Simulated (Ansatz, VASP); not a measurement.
MgO in VASP and in Ansatz

```xyz
2
Lattice="2.6233 0.0000 0.0000 0.0000 2.6233 0.0000 0.0000 0.0000 2.6233" Properties=species:S:1:pos:R:3 pbc="T T T"
Mg    0.0000    0.0000    0.0000
O     1.3117    1.3117    1.3117
```

Alike in both runs: task single point; functional PBE-based screened hybrid; k mesh 4 × 4 × 4; no spin polarisation.

|  | VASP | Ansatz |
| --- | --- | --- |
| version | VASP 6.6.1 | Ansatz 0.2.0 |
| potentials or method | VASP PAW PBE potentials, release 64 (Mg, O) | plane waves |
| plane-wave cutoff (eV) | 520 | 420 |
| occupations | gaussian, width 0.01 eV | fixed |
| valence electrons in the cell | 8 | 16 |

|  | VASP | Ansatz | Ansatz less VASP |
| --- | --- | --- | --- |
| gap on the k mesh at the Fermi level (eV) | 3.63 | 3.68 | +0.051 |
| pressure (GPa) | 0.3 | 0.8 | +0.50 |

VASP's potentials were made for PBE, not for PBE-based screened hybrid. VASP's potentials hold 8 valence electrons a cell and Ansatz's 16, so a difference there can come from the potentials and not from the codes. Ansatz's warnings: stress exchange threshold loose, stress scf threshold loose.

The k mesh is coarse, so the values compare programs but aren't converged.
